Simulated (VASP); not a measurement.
Here is a VASP 6.6.1 calculation.

INCAR

```
SYSTEM = Ti
  PREC = Accurate
  ENCUT = 520
  EDIFF = 1E-7
  ISMEAR = 0
  SIGMA = 0.2
  LREAL = .FALSE.
  LASPH = .TRUE.
  NELM = 80
  ALGO = Fast
  ISIF = 2
  LWAVE = .FALSE.
  LCHARG = .FALSE.
  GGA = PE
  NBANDS = 32
```

Contents of KPOINTS:

```
Automatic mesh
0
G
  8 6 6
  0 0 0
```

The input POSCAR:

```
Ti
1.0
    0.0011824121      2.0521748282      2.0466324173
    4.1349219422      2.0567975766     -2.0500385859
   -4.1348031545      2.0553748353     -2.0506147846
Ti
4
Direct
   -0.0000701284      0.2500173176      0.7499759312
    0.5000068345      0.7500044303      0.7499968394
    0.4999957319      0.2499906890      0.2500022089
    0.0000675620      0.7499875630      0.2500250204
```

Potentials or basis: VASP PAW PBE potentials, release 64 (Ti_sv).

Run with:

```console
$ cat potpaw_PBE.64/Ti_sv/POTCAR > POTCAR
$ mpirun -np 1 vasp_std > vasp.out
```

Question: Estimate the band gap on the k mesh.

Answer: Zero (bands 24 and 25 overlap by 1.20 eV).

Question: Estimate the pressure.

Answer: -0.3 GPa.

Stress tensor (GPa, compression positive):
```
-0.28 -0.03 -0.02
-0.03 -0.29  0.00
-0.02  0.00 -0.20
```
